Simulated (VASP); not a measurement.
InAs, 2 atoms in the cell. It takes space group Fm-3m (No. 225, cubic). The conventional cell has a = 5.810 Å, b = 5.810 Å, c = 5.810 Å, α = 90.00°, β = 90.00°, γ = 90.00°. Within 3.8 Å of In (site symmetry m-3m) lie 6 As at 2.91 Å. Within 3.8 Å of As (site symmetry m-3m) lie 6 In at 2.91 Å. 

| Quantity | Value |
| --- | --- |
| Program | VASP 6.6.1 |
| Task | single point |
| Functional | RPBE |
| Potentials or basis | VASP PAW PBE potentials, release 64 (In_d, As) |
| Cutoff | 520 eV |
| k mesh | 8 × 8 × 8 |
| Occupations | fermi-dirac, width 0.05 eV |
| Spin | no spin polarisation |
| Dipole correction | no |
| Further INCAR settings | ALGO = Normal; EDIFF = 1e-07; NBANDS = 16 |

Potentials or basis: VASP PAW PBE potentials, release 64 (In_d, As).

Command:

```sh
$ cat potpaw_PBE.64/In_d/POTCAR potpaw_PBE.64/As/POTCAR > POTCAR
$ mpirun -np 1 vasp_std > vasp.out
```

Hardware: 1 thread of Intel(R) Xeon(R) 6975P-C (Granite Rapids) (shared host).

Estimate the wall time of this run.

It took 8.3 s on 1 thread of Intel(R) Xeon(R) 6975P-C (Granite Rapids), with other jobs on the host, peak memory 0.18 GiB. Counts: scf iterations 13, k points 29.
